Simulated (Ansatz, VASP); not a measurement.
## One calculation of Ta3N, two programs

```
Ta N
1.0
     5.36530    0.00000    0.00000
    -2.68265    4.64649    0.00000
     0.00000    0.00000    2.85089
Ta N
3 1
Direct
  0.64072 0.00000 0.50000
  0.00000 0.64072 0.50000
  0.35928 0.35928 0.50000
  0.00000 0.00000 0.50000
```

Alike in both runs: functional PBE; k mesh 12 × 12 × 16; occupations gaussian, width 0.1 eV; no spin polarisation.

Ansatz relaxed the structure, and its values are those at the end. VASP's run is a single point on that final structure, the one shown.

|  | VASP | Ansatz |
| --- | --- | --- |
| version | VASP 6.6.1 | Ansatz 0.2.0 |
| potentials or method | VASP PAW PBE potentials, release 64 (Ta_pv, N), cutoff 520 eV | scalar-relativistic, plane waves, PAW |
| valence electrons in the cell | 38 | 44 |

```tsv
	VASP	Ansatz	Ansatz less VASP
gap on the k mesh at the Fermi level (eV)	none	none	-
pressure (GPa)	0.4	0.0	-0.37
rms of the force components (eV/Å)	0.047	0.002	-0.0454
```

A gap of «none» marks a metal or a gap that the smearing closes. The functional is the same, so the differences come from potentials, cutoffs and numerics. VASP's potentials hold 38 valence electrons a cell and Ansatz's 44, so a difference there can come from the potentials and not from the codes.

Spin-orbit coupling is off throughout.
